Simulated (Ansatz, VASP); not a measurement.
One calculation of TiS2, two programs

The input POSCAR:

```
TiS2
1.0
    3.4106015360      0.0000000000      0.0000000000
   -1.7053007680      2.9536675724      0.0000000000
    0.0000000000      0.0000000000      5.7387202073
Ti S
1 2
Direct
    0.0000000000      0.0000000000      0.0000000000
    0.3333333333      0.6666666667      0.2449123207
    0.6666666667      0.3333333333      0.7550876793
```

File INCAR.step1:

```
SYSTEM = TiS2
PREC = Accurate
ENCUT = 550
ISMEAR = -1
SIGMA = 0.02
LREAL = .FALSE.
LASPH = .TRUE.
NELM = 120
NBANDS = 19
GGA = PE
ALGO = Normal
EDIFF = 1E-5
LWAVE = .TRUE.
LCHARG = .FALSE.
GGA_COMPAT = .FALSE.
```

INCAR.step2

```
SYSTEM = TiS2
PREC = Accurate
ENCUT = 550
EDIFF = 1E-6
ISMEAR = -1
SIGMA = 0.02
LREAL = .FALSE.
LASPH = .TRUE.
NELM = 120
ALGO = Normal
ISIF = 2
LWAVE = .FALSE.
LCHARG = .TRUE.
METAGGA = R2SCAN
LMIXTAU = .TRUE.
LELF = .TRUE.
LVHAR = .TRUE.
NBANDS = 19
ISTART = 1
GGA_COMPAT = .FALSE.
```

KPOINTS

```
Automatic mesh
0
G
  12 12 4
  0 0 0
```

Input for Ansatz:

```yaml
crystal:
  lattice:
    - [3.410601536, 0.0, 0.0]
    - [-1.705300768, 2.9536675724, 0.0]
    - [0.0, 0.0, 5.7387202073]
  atoms:
    - { symbol: Ti, position: [0.0, 0.0, 0.0] }
    - { symbol: S, position: [0.3333333333, 0.6666666667, 0.2449123207] }
    - { symbol: S, position: [0.6666666667, 0.3333333333, 0.7550876793] }
kpoints:
  mp_grid: { grid: [12, 12, 4] }
  band_path:
    path:
      - [0.0, 0.0, 0.0]
      - [0.5, 0.0, 0.0]
      - [0.3333333333, 0.3333333333, 0.0]
      - [0.0, 0.0, 0.5]
      - [0.5, 0.0, 0.5]
      - [0.3333333333, 0.3333333333, 0.5]
    npoints: 1
hamiltonian:
  xc: r2scan
scf:
  occupations: { method: fermi_dirac, width: 0.02 }
  n_extra_bands: 4
output:
  forces: true
  stress: true
  eigenvalues: true
```

Alike in both runs: task single point; functional r2SCAN; k mesh 12 × 12 × 4; occupations fermi-dirac, width 0.02 eV; no spin polarisation.

|  | VASP | Ansatz |
| --- | --- | --- |
| version | VASP 6.6.1 | Ansatz 0.2.0 |
| potentials or method | VASP PAW PBE potentials, release 64 (Ti_sv, S) | plane waves, PAW |
| plane-wave cutoff (eV) | 550 | 500 |
| valence electrons in the cell | 24 | 24 |

```csv
,VASP,Ansatz,Ansatz less VASP
pressure (GPa),1.1,1.0,-0.13
rms of the force components (eV/Å),0.014,0.020,+0.0062
```

VASP's potentials were made for PBE, not for r2SCAN. Atom by atom the forces differ by 0.006 eV/Å (rms over components). The functional is the same, so the differences come from potentials, cutoffs and numerics.
